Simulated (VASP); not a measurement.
## Na8AgH7 (a cell with a defect): single point with PBEsol

Na8AgH7 (a cell with a defect):

```
H Ag Na
1.0
     9.58553    0.00000    0.00000
     0.00000    4.79277    0.00000
     0.00000    0.00000    4.79277
H Ag Na
7 1 8
Direct
  0.24227 0.01047 0.96260
  0.75894 0.01085 0.97241
  0.99550 0.53937 0.00325
  0.98720 0.01350 0.49330
  0.50872 0.98034 0.53127
  0.23781 0.50621 0.48022
  0.75656 0.53710 0.49756
  0.50757 0.52270 0.02873
  0.01139 0.00025 0.99800
  0.48501 0.03075 0.96206
  0.26658 0.47997 0.01534
  0.74449 0.49616 0.00096
  0.25692 0.04302 0.51330
  0.74188 0.98967 0.50912
  0.01558 0.50813 0.50453
  0.48718 0.46909 0.53886
```

```
Program             : VASP 6.6.1
Task                : single point
Functional          : PBEsol
Potentials or basis : VASP PAW PBE potentials, release 64 (H, Ag, Na_pv)
Cutoff              : 400 eV
k mesh              : 1 × 1 × 1, shifted
Occupations         : fermi-dirac, width 0.05 eV
Spin                : collinear spin
Starting moments    : [0.062, 0.062, 0.062, 0.062, 0.062, 0.062, 0.062, 0.062, 0.062, 0.062, 0.062, 0.062, 0.062, 0.062, 0.062, 0.062] μB
```

The pressure is 9.7 GPa. The largest force is 2.927 eV/Å and the net moment is 0.00 μB per cell. The valence electrons inside the program's atomic spheres are H 0.50, 0.48, 0.49, 0.51 (each value once); Ag 10.21; Na 6.07, 6.15, 6.14, 6.12 (each value once).

Forces on the atoms (eV/Å):
```
H    0.313  0.007  0.349
H   -0.369 -0.001  0.287
H    0.158 -0.324 -0.054
H    0.242  0.023 -0.062
H   -0.293  0.080 -0.542
H    0.476  0.002  0.249
H   -0.358 -0.424  0.061
Ag   0.809  1.451  1.478
Na  -0.360  0.122  0.015
Na  -0.070 -0.807 -0.040
Na  -2.822  0.322 -0.134
Na   2.926 -0.006 -0.098
Na  -0.228 -0.576 -0.343
Na   0.203  0.177 -0.242
Na  -0.541  0.087 -0.010
Na  -0.085 -0.134 -0.915
```

Stress tensor (GPa, compression positive):
```
 1.18  0.20 -0.15
 0.20 13.56  0.08
-0.15  0.08 14.36
```

Levels at points of the mesh, in eV from the Fermi level:
Spin up:
```tsv
k point	band 33	band 34	band 35	band 36	band 37	band 38	band 39	band 40	band 41	band 42
(0.50, 0.50, 0.50)	-1.84	-1.75	-1.69	-1.64	-1.21	1.99	2.11	2.46	3.09	3.80
```
Spin down:
| k point | band 34 | band 35 | band 36 | band 37 | band 38 | band 39 | band 40 | band 41 |
| --- | --- | --- | --- | --- | --- | --- | --- | --- |
| (0.50, 0.50, 0.50) | -1.75 | -1.69 | -1.64 | -1.21 | 1.99 | 2.11 | 2.46 | 3.09 |

Wall time 55 s on 1 thread of Intel(R) Xeon(R) Platinum 8488C (Sapphire Rapids) (shared host), peak memory 0.28 GiB.

Caveat: the k points lie up to 1.31 Å⁻¹ apart; the PAW data sets were made with another functional, which shifts forces and pressure a little.
